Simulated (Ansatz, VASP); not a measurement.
# Au: VASP beside Ansatz

Contents of INCAR:

```
  PREC = Accurate
  ENCUT = 520
  EDIFF = 1E-6
  ISMEAR = -1
  SIGMA = 0.05
  LREAL = False
  LASPH = True
  NELM = 80
  ALGO = Normal
  ISIF = 2
  LWAVE = False
  LCHARG = False
  GGA = PE
  NBANDS = 12
```

KPOINTS

```
Automatic mesh
0
Gamma
  9 9 9
```

Contents of POSCAR:

```
Au
1.0
    0.0000000000      2.0350000000      1.9943000000
    2.0350000000      0.0000000000      1.9943000000
    2.0350000000      2.0350000000      0.0000000000
Au
1
Direct
    0.0000000000      0.0000000000      0.0000000000
```

File input.yaml:

```yaml
crystal:
  lattice:
    - [0.0, 2.035, 1.9943]
    - [2.035, 0.0, 1.9943]
    - [2.035, 2.035, 0.0]
  atoms:
    - { symbol: Au, position: [0.0, 0.0, 0.0] }
hamiltonian:
  xc: pbe
  pseudopotentials: { kind: paw }
kpoints:
  mp_grid: { grid: [9, 9, 9] }
scf:
  occupations: { method: fermi_dirac, width: 0.05 }
output:
  forces: true
  stress: true
  eigenvalues: true
```

Alike in both runs: task single point; functional PBE; k mesh 9 × 9 × 9; occupations fermi-dirac, width 0.05 eV; no spin polarisation.

|  | VASP | Ansatz |
| --- | --- | --- |
| version | VASP 6.6.1 | Ansatz 0.2.0 |
| potentials or method | VASP PAW PBE potentials, release 64 (Au) | Ansatz PAW |
| plane-wave cutoff (eV) | 520 | 420 |
| valence electrons in the cell | 11 | 19 |

VASP gave:

| Property | Result |
| --- | --- |
| gap on the k mesh at the Fermi level (eV) | none |
| pressure (GPa) | 14.7 |
| traceless stress, the component that is largest in VASP (GPa) | 0.90 |

Task: Which values does Ansatz return?

Result: gap on the k mesh at the Fermi level (eV): none; pressure (GPa): 15.1; traceless stress, the component that is largest in VASP (GPa): 0.88.

A gap of «none» marks a metal or a gap that the smearing closes. With one functional, cell and mesh, what is left measures potentials, basis and numerics. VASP's potentials hold 11 valence electrons a cell and Ansatz's 19, so a difference there can come from the potentials and not from the codes.

Neither program's run includes spin-orbit coupling.
